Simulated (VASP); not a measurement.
# Al2O3 (R-3c) in VASP: further runs

The runs below take Al2O3 through single point, with PBE.

All numbers are computed with VASP 6.6.1; they aren't measurements. Logs are shortened: lines on timing, memory, paths and dates and some standing lists are left out, and cuts for length are marked.

**1. The cell of the first run**

It takes space group R-3c (No. 167, trigonal). The conventional cell has a = 4.808 Å, b = 4.808 Å, c = 13.121 Å, α = 90.00°, β = 90.00°, γ = 120.00°. Within 2.5 Å of Al (site symmetry 3) lie 6 O at 1.92 Å and 1 Al at 2.48 Å. Within 2.5 Å of O (site symmetry 2) lie 4 Al at 1.92 Å.

**2. Single point, PBE (c/a of the conventional cell at fixed volume 2.7290)**

The input, INCAR:

```
  PREC = Accurate
  ENCUT = 520
  EDIFF = 1E-7
  ISMEAR = 0
  SIGMA = 0.05
  LREAL = False
  LASPH = True
  NELM = 60
  ALGO = Normal
  ISIF = 2
  LWAVE = False
  LCHARG = True
  GGA = PE
  LELF = True
  LVHAR = True
  NBANDS = 35
```

The input, KPOINTS:

```
regular mesh
0
Gamma
  6 6 6
```

The input, POSCAR:

```
Al2O3
1.0
    2.4040892951      1.3880016017      4.3737619113
   -2.4040892951      1.3880016017      4.3737619113
    0.0000000000     -2.7760032034      4.3737619113
Al O
4 6
Direct
    0.8445081524      0.8445081524      0.8445081524
    0.6554918476      0.6554918476      0.6554918476
    0.1554918476      0.1554918476      0.1554918476
    0.3445081524      0.3445081524      0.3445081524
    0.0561574040      0.4438425960      0.7500000000
    0.7500000000      0.0561574040      0.4438425960
    0.4438425960      0.7500000000      0.0561574040
    0.9438425960      0.5561574040      0.2500000000
    0.2500000000      0.9438425960      0.5561574040
    0.5561574040      0.2500000000      0.9438425960
```

Potentials or basis: VASP PAW PBE potentials, release 64 (Al, O).

On the command line:

```sh
$ cat potpaw_PBE.64/Al/POTCAR potpaw_PBE.64/O/POTCAR > POTCAR
$ mpirun -np 1 vasp_std > vasp.out
```

OUTCAR:

```text
PREC = Accurate
   ENCUT = 520
   EDIFF = 1E-7
   ISMEAR = 0
   LREAL = False
   LASPH = True
   NELM = 60
   ISIF = 2
   GGA = PE

 ion  position               nearest neighbor table
   1  0.845  0.845  0.845-  10 1.92   8 1.92   9 1.92   5 1.92   7 1.92   6 1.92   2 2.48   3 2.79
                             3 2.79   3 2.79   2 3.36   2 3.36   2 3.36
   2  0.655  0.655  0.655-   9 1.92   8 1.92  10 1.92   5 1.92   6 1.92   7 1.92   1 2.48   4 2.79
                             4 2.79   4 2.79   1 3.36   1 3.36   1 3.36
   3  0.155  0.155  0.155-   7 1.92   5 1.92   6 1.92   8 1.92  10 1.92   9 1.92   4 2.48   1 2.79
                             1 2.79   1 2.79   4 3.36   4 3.36   4 3.36
   4  0.345  0.345  0.345-   6 1.92   5 1.92   7 1.92   8 1.92   9 1.92  10 1.92   3 2.48   2 2.79
                             2 2.79   2 2.79   3 3.36   3 3.36   3 3.36
   5  0.056  0.444  0.750-   3 1.92   4 1.92   1 1.92   2 1.92
   6  0.750  0.056  0.444-   4 1.92   3 1.92   2 1.92   1 1.92
   7  0.444  0.750  0.056-   3 1.92   4 1.92   1 1.92   2 1.92
   8  0.944  0.556  0.250-   1 1.92   2 1.92   3 1.92   4 1.92
   9  0.250  0.944  0.556-   2 1.92   1 1.92   4 1.92   3 1.92
  10  0.556  0.250  0.944-   1 1.92   2 1.92   3 1.92   4 1.92

  LATTYP: Found a trigonal (rhomboedric) cell.
 ALAT       =     5.1803462280
 COS(alpha) =     0.5692615792

  Lattice vectors:

 A1 = (   2.4040892951,   1.3880016017,   4.3737619113)
 A2 = (  -2.4040892951,   1.3880016017,   4.3737619113)
 A3 = (   0.0000000000,  -2.7760032034,   4.3737619113)

Analysis of symmetry for initial positions (statically):
=====================================================================
 Subroutine PRICEL returns:
 Original cell was already a primitive cell.

 Routine SETGRP: Setting up the symmetry group for a
 trigonal (rhombohedral) supercell.

 Subroutine GETGRP returns: Found 12 space group operations
 (whereof  6 operations were pure point group operations)
 out of a pool of 12 trial point group operations.

The static configuration has the point symmetry S_6 .
 The point group associated with its full space group is D_3d.

Analysis of symmetry for dynamics (positions and initial velocities):
=====================================================================
 Subroutine PRICEL returns:
 Original cell was already a primitive cell.

 Routine SETGRP: Setting up the symmetry group for a
 trigonal (rhombohedral) supercell.

 Subroutine GETGRP returns: Found 12 space group operations
 (whereof  6 operations were pure point group operations)
 out of a pool of 12 trial point group operations.

The dynamic configuration has the point symmetry S_6 .
 The point group associated with its full space group is D_3d.

 Subroutine INISYM returns: Found 12 space group operations
 (whereof  6 operations are pure point group operations),
 and found     1 'primitive' translations

----------------------------------------------------------------------------------------

                                     Primitive cell

  volume of cell :      87.5683

  direct lattice vectors                    reciprocal lattice vectors
     2.404089295  1.388001602  4.373761911     0.207978964  0.120076711  0.076212044
    -2.404089295  1.388001602  4.373761911    -0.207978964  0.120076711  0.076212044
     0.000000000 -2.776003203  4.373761911     0.000000000 -0.240153421  0.076212044

  length of vectors
     5.180346228  5.180346228  5.180346228     0.251956229  0.251956229  0.251956229

  position of ions in fractional coordinates (direct lattice)
     0.844508152  0.844508152  0.844508152
     0.655491848  0.655491848  0.655491848
     0.155491848  0.155491848  0.155491848
     0.344508152  0.344508152  0.344508152
     0.056157404  0.443842596  0.750000000
     0.750000000  0.056157404  0.443842596
     0.443842596  0.750000000  0.056157404
     0.943842596  0.556157404  0.250000000
     0.250000000  0.943842596  0.556157404
     0.556157404  0.250000000  0.943842596

  ion indices of the primitive-cell ions
   primitive index   ion index
                 1           1
                 2           2
                 3           3
                 4           4
                 5           5
                 6           6
                 7           7
                 8           8
                 9           9
                10          10

----------------------------------------------------------------------------------------

 KPOINTS: regular mesh

Automatic generation of k-mesh.
 Grid dimensions read from file:
 generate k-points for:    6    6    6

 Generating k-lattice:

  Cartesian coordinates                     Fractional coordinates (reciprocal lattice)
     0.034663161  0.020012785  0.012702007     0.166666667 -0.000000000 -0.000000000
    -0.034663161  0.020012785  0.012702007    -0.000000000  0.166666667 -0.000000000
     0.000000000 -0.040025570  0.012702007    -0.000000000 -0.000000000  0.166666667

  Length of vectors
     0.041992705  0.041992705  0.041992705

  Shift w.r.t. Gamma in fractional coordinates (k-lattice)
     0.000000000  0.000000000  0.000000000

 Subroutine IBZKPT returns following result:
 ===========================================

 Found     32 irreducible k-points:

 Following reciprocal coordinates:
            Coordinates               Weight
  0.000000  0.000000  0.000000      1.000000
  0.166667  0.000000  0.000000      6.000000
  0.333333  0.000000  0.000000      6.000000
  0.500000  0.000000  0.000000      3.000000
  0.166667  0.166667  0.000000      6.000000
  0.333333  0.166667  0.000000     12.000000
[... 16 lines left out ...]
  0.500000  0.500000  0.166667      6.000000
 -0.333333  0.500000  0.166667     12.000000
 [... further k-points ...]
   k-points           NKPTS =     32   k-points in BZ     NKDIM =     32   number of bands    NBANDS=     35
   number of dos      NEDOS =    301   number of ions     NIONS =     10
   total plane-waves  NPLWV =  64000
   dimension x,y,z NGX =    40 NGY =   40 NGZ =   40
   dimension x,y,z NGXF=    80 NGYF=   80 NGZF=   80
   ions per type =               4   6
   NGX,Y,Z   is equivalent  to a cutoff of  12.84, 12.84, 12.84 a.u.
   NGXF,Y,Z  is equivalent  to a cutoff of  25.67, 25.67, 25.67 a.u.
 SYSTEM =  unknown system
   PREC   = accura    normal or accurate (medium, high low for compatibility)
   ISTART =      0    job   : 0-new  1-cont  2-samecut
   ICHARG =      2    charge: 1-file 2-atom 10-const
   ISPIN  =      1    spin polarized calculation?
   LNONCOLLINEAR =      F non collinear calculations
   LSORBIT =      F    spin-orbit coupling
   LASPH  =      T    aspherical Exc in radial PAW
   ENCUT  =  520.0 eV  38.22 Ry    6.18 a.u.   9.63  9.63  9.63*2*pi/ulx,y,z
   NELM   =     60;   NELMIN=  2; NELMDL= -5     # of ELM steps
   EDIFF  = 0.1E-06   stopping-criterion for ELM
   LREAL  =      F    real-space projection
   EDIFFG = 0.1E-05   stopping-criterion for IOM
   NSW    =      0    number of steps for IOM
   IBRION =     -1    ionic relax: 0-MD 1-quasi-New 2-CG
   NFREE  =      0    steps in history (QN), initial steepest desc. (CG)
   ISIF   =      2    stress and relaxation
   ISYM   =      2    0-nonsym 1-usesym 2-fastsym
   POTIM  = 0.5000    time-step for ionic-motion
   TEBEG  =    0.0;   TEEND  =   0.0 temperature during run
   PSTRESS=    0.0 pullay stress
   NELECT =      48.0000    total number of electrons
   NUPDOWN=      -1.0000    fix difference up-down
   EMIN   =  10.00;   EMAX   =-10.00  energy-range for DOS
   EFERMI =   0.00;   METHOD = LEGACY
   ISMEAR =     0;   SIGMA  =   0.05  broadening in eV -4-tet -1-fermi 0-gaus
   EFERMI_NEDOS =   21; number of points for ismear=-14 and -15
   IALGO  =     38    algorithm
   IMIX   =      4    mixing-type and parameters
     AMIX     =   0.40;   BMIX     =  1.00
     AMIX_MAG =   1.60;   BMIX_MAG =  1.00
  volume/ion in A,a.u.               =       8.76        59.09
  Fermi-wavevector in a.u.,A,eV,Ry     =   1.339799  2.531853 24.423286  1.795061
  Thomas-Fermi vector in A             =   2.468162
   LORBIT       =      0    0 simple, 1 ext, 2 COOP (PROOUT), +10 PAW based schemes
   GGA     = PE    functional components
   LHFCALC =     F    Hartree Fock is set to
   AEXX    =    0.0000 exact exchange contribution
   IVDW    =     0    specifies the selected vdW correction
   LEPSILON=     F    determine dielectric tensor
   LRPA    =     F    only Hartree local field effects (RPA)
 non-spin polarized calculation
 Gauss-broadening in eV      SIGMA  =   0.05
  energy-cutoff  :      520.00
  volume of cell :       87.57
 maximum number of plane-waves:      2370
 NGX is ok and might be reduce to    40
   NGX = 19   NGY = 19   NGZ = 19

 number of electron      48.0000008 magnetization

 Free energy of the ion-electron system (eV)
  ---------------------------------------------------
  ext. energy  EPLUGINS =         0.00000000
  ---------------------------------------------------
  free energy    TOTEN  =       -74.45391624 eV

  energy without entropy =      -74.45391624  energy(sigma->0) =      -74.45391624

 E-fermi :   5.9579     XC(G=0): -11.5159

 val. band max:        5.6919247456   @ k =   0.0000   0.0000   0.0000
 cond. band min:      11.6958745777   @ k =   0.0000   0.0000   0.0000
 fundamental gap:      6.0039498321
 Fermi energy:         5.9579001411

 k-point     1 :       0.0000    0.0000    0.0000
  band No.  band energies     occupation
      1     -13.3433      2.00000
      2     -11.1374      2.00000
      3     -10.8323      2.00000
      4     -10.8323      2.00000
      5     -10.4965      2.00000
      6     -10.4965      2.00000
[... 27 lines left out ...]
     34      19.0309      0.00000
     35      20.2947      0.00000

 k-point     2 :       0.1667    0.0000    0.0000
  band No.  band energies     occupation
      1     -13.2068      2.00000
      2     -11.2200      2.00000
      3     -10.8934      2.00000
      4     -10.8526      2.00000
      5     -10.5632      2.00000
      6     -10.5127      2.00000
[... 27 lines left out ...]
     34      18.7737      0.00000
     35      19.8056      0.00000

 k-point     3 :       0.3333    0.0000    0.0000
  band No.  band energies     occupation
      1     -12.8194      2.00000
      2     -11.6446      2.00000
      3     -10.8692      2.00000
      4     -10.8466      2.00000
      5     -10.7038      2.00000
      6     -10.5837      2.00000
[... 27 lines left out ...]
     34      18.9719      0.00000
     35      19.0295      0.00000

 k-point     4 :       0.5000    0.0000    0.0000
  band No.  band energies     occupation
      1     -12.2529      2.00000
      2     -12.2529      2.00000
      3     -10.8227      2.00000
      4     -10.8227      2.00000
      5     -10.7121      2.00000
      6     -10.7121      2.00000
[... 27 lines left out ...]
     34      18.5138      0.00000
     35      18.7235      0.00000

 k-point     5 :       0.1667    0.1667    0.0000
  band No.  band energies     occupation
      1     -13.1697      2.00000
      2     -11.2292      2.00000
      3     -10.9341      2.00000
      4     -10.8403      2.00000
      5     -10.6284      2.00000
      6     -10.4833      2.00000
[... 638 lines left out ...]
 k-point    22 :      -0.1667    0.3333    0.1667
  band No.  band energies     occupation
      1     -12.5167      2.00000
      2     -11.6469      2.00000
      3     -11.1658      2.00000
      4     -11.0298      2.00000
      5     -10.7207      2.00000
      6     -10.5530      2.00000
[... 27 lines left out ...]
     34      18.8626      0.00000
     35      19.0981      0.00000

 k-point    23 :       0.5000    0.5000    0.1667
  band No.  band energies     occupation
      1     -12.3832      2.00000
      2     -11.7183      2.00000
      3     -11.2963      2.00000
      4     -11.0931      2.00000
      5     -10.7428      2.00000
      6     -10.4556      2.00000
[... 27 lines left out ...]
     34      19.2049      0.00000
     35      19.3221      0.00000

 k-point    24 :      -0.3333    0.5000    0.1667
  band No.  band energies     occupation
      1     -12.1353      2.00000
      2     -11.7758      2.00000
      3     -11.4229      2.00000
      4     -11.2294      2.00000
      5     -10.6922      2.00000
      6     -10.4858      2.00000
[... 27 lines left out ...]
     34      19.1245      0.00000
     35      19.2039      0.00000

 [... further k-points ...]
[... 5 lines left out ...]
  --------------------------------------------------------------------------------------
  -------------------------------------------------------------------------------------
  Total       -0.8136055     -0.8136055      3.8123819      0.0000000      0.0000000      0.0000000
  in kB      -14.8859830    -14.8859830     69.7525399      0.0000000      0.0000000      0.0000000
  external PRESSURE =      13.3268580 kB  Pullay stress =       0.0000000 kB

 VOLUME and BASIS-vectors are now :
 -----------------------------------------------------------------------------
  energy-cutoff  :      520.00
  volume of cell :       87.57
      direct lattice vectors                 reciprocal lattice vectors
     2.404089295  1.388001602  4.373761911     0.207978964  0.120076711  0.076212044
    -2.404089295  1.388001602  4.373761911    -0.207978964  0.120076711  0.076212044
     0.000000000 -2.776003203  4.373761911     0.000000000 -0.240153421  0.076212044

 POSITION                                       TOTAL-FORCE (eV/Angst)
 -----------------------------------------------------------------------------------
      0.00000      0.00000     11.08103         0.000000      0.000000      1.883473
      0.00000      0.00000      8.60090         0.000000      0.000000     -1.883473
      0.00000      0.00000      2.04025         0.000000      0.000000     -1.883473
      0.00000      0.00000      4.52039         0.000000      0.000000      1.883473
     -0.93203     -1.38800      5.46720         0.233941      0.000000     -0.000000
      1.66806     -0.11316      5.46720        -0.116970      0.202598     -0.000000
     -0.73603      1.50116      5.46720        -0.116970     -0.202598     -0.000000
      0.93203      1.38800      7.65408        -0.233941     -0.000000     -0.000000
     -1.66806      0.11316      7.65408         0.116970     -0.202598     -0.000000
      0.73603     -1.50116      7.65408         0.116970      0.202598     -0.000000
 -----------------------------------------------------------------------------------
    total drift:                                0.000000      0.000000     -0.000000

  FREE ENERGIE OF THE ION-ELECTRON SYSTEM (eV)
  ---------------------------------------------------
  free  energy   TOTEN  =       -74.4539162357 eV

  energy  without entropy=      -74.4539162357  energy(sigma->0) =      -74.45391624
```

It took 76 s on 1 thread of AMD EPYC 9R45 (Zen 5), shared host; peak memory 0.23 GiB.

What came out:

- Free energy: -74.4539 eV
- Pressure: 1.3 GPa
- Largest force: 1.883 eV/Å
- Band gap on the k mesh: 6.00 eV, direct

Forces on the atoms (eV/Å):
```
Al   0.000  0.000  1.883
Al   0.000  0.000 -1.883
Al   0.000  0.000 -1.883
Al   0.000  0.000  1.883
O    0.234  0.000  0.000
O   -0.117  0.203  0.000
O   -0.117 -0.203  0.000
O   -0.234  0.000  0.000
O    0.117 -0.203  0.000
O    0.117  0.203  0.000
```

Stress tensor (GPa, compression positive):
```
-1.49  0.00  0.00
 0.00 -1.49  0.00
 0.00  0.00  6.98
```

Caveat: forces of over 1 eV/Å act on the atoms, so gaps and moduli don't describe the material at rest. A k mesh can miss the band edges.

**3. Single point, PBE (c/a of the conventional cell at fixed volume 2.3651)**

The input, INCAR:

```
SYSTEM = Al2O3
PREC     = Accurate       ! precision mode
ENCUT    = 520            ! plane-wave cutoff, eV
EDIFF    = 1E-7           ! SCF threshold, eV
ISMEAR   = 0              ! smearing method
SIGMA    = 0.05           ! smearing width, eV
LREAL    = .False.        ! projectors in reciprocal space
LASPH    = .True.         ! aspherical terms in the spheres
NELM     = 100            ! most SCF steps
ALGO     = Normal         ! electronic algorithm
ISIF     = 2              ! what is computed and relaxed
LWAVE    = .False.        ! write WAVECAR
LCHARG   = .False.        ! write CHGCAR
GGA      = PE             ! functional
NBANDS   = 35             ! bands
```

The input, KPOINTS:

```
regular mesh
0
Gamma
  6 6 6
  0 0 0
```

The input, POSCAR:

```
Al2O3
1.0
    2.5215409537      1.4558123484      3.9757976730
   -2.5215409537      1.4558123484      3.9757976730
    0.0000000000     -2.9116246967      3.9757976730
Al O
4 6
Direct
    0.8597505612      0.8597505612      0.8597505612
    0.6402494388      0.6402494388      0.6402494388
    0.1402494388      0.1402494388      0.1402494388
    0.3597505612      0.3597505612      0.3597505612
    0.0561574040      0.4438425960      0.7500000000
    0.7500000000      0.0561574040      0.4438425960
    0.4438425960      0.7500000000      0.0561574040
    0.9438425960      0.5561574040      0.2500000000
    0.2500000000      0.9438425960      0.5561574040
    0.5561574040      0.2500000000      0.9438425960
```

Potentials or basis: VASP PAW PBE potentials, release 64 (Al, O).

On the command line:

```sh
$ cat potpaw_PBE.64/Al/POTCAR potpaw_PBE.64/O/POTCAR > POTCAR
$ mpirun -np 1 vasp_std > vasp.out
```

It took 74 s on 1 thread of AMD EPYC 9R45 (Zen 5), shared host; peak memory 0.23 GiB.

It converged, with:

```
Free energy            : -73.5377 eV
Pressure               : -1.4 GPa
Largest force          : 0.525 eV/Å
Band gap on the k mesh : 4.22 eV, direct
```

Forces in eV/Å, atoms in the order of the input:
```
Al   0.000  0.000 -0.525
Al   0.000  0.000  0.525
Al   0.000  0.000  0.525
Al   0.000  0.000 -0.525
O   -0.270  0.000  0.000
O    0.135 -0.234  0.000
O    0.135  0.234  0.000
O    0.270  0.000  0.000
O   -0.135  0.234  0.000
O   -0.135 -0.234  0.000
```

Stress tensor (GPa, compression positive):
```
-15.67   0.00   0.00
  0.00 -15.67   0.00
  0.00   0.00  27.15
```

Levels at points of the mesh, in eV from the valence-band top:
```tsv
k point	band 22	band 23	band 24	band 25	band 26	band 27
(0.00, 0.00, 0.00)	-1.04	-1.04	0.00	4.22	7.27	8.58
(0.50, 0.00, 0.00)	-1.37	-0.67	-0.67	7.14	7.14	8.40
(0.50, 0.50, 0.00)	-1.65	-0.98	-0.66	7.16	7.44	8.24
(0.50, 0.50, 0.50)	-1.54	-1.54	-1.54	6.74	6.74	9.18
```
